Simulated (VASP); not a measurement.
# Ge: single point with PBE

Ge:

```
CELL_PARAMETERS angstrom
2.25362 0.00000 0.00000
-1.12681 1.95169 0.00000
0.00000 0.00000 3.69653
ATOMIC_POSITIONS crystal
Ge 0.33333 0.66667 0.25000
Ge 0.66667 0.33333 0.75000
```

| Property | Result |
| --- | --- |
| Program | VASP 6.6.1 |
| Task | single point |
| Functional | PBE |
| Potentials or basis | VASP PAW PBE potentials, release 64 (Ge_d) |
| Cutoff | 520 eV |
| k mesh | 19 × 19 × 11 |
| Occupations | fermi-dirac, width 0.1 eV |
| Spin | no spin polarisation |

```yaml
Pressure: 392.8 GPa
Band_gap_on_the_k_mesh: zero (band 14 reaches 35.27 eV, above the bottom of band 15 at 15.84 eV)
```

Stress tensor (GPa, compression positive):
```
392.91   0.00   0.00
  0.00 392.91   0.00
  0.00   0.00 392.65
```

Levels at points of the mesh, in eV from the Fermi level:
```tsv
k point	band 11	band 12	band 13	band 14	band 15	band 16	band 17	band 18
(0.00, 0.00, 0.00)	-24.16	-13.38	-10.83	14.32	14.32	15.94	16.65	16.65
```

It took 32 s on 1 thread of Intel(R) Xeon(R) 6975P-C (Granite Rapids), with other jobs on the host, peak memory 0.17 GiB.
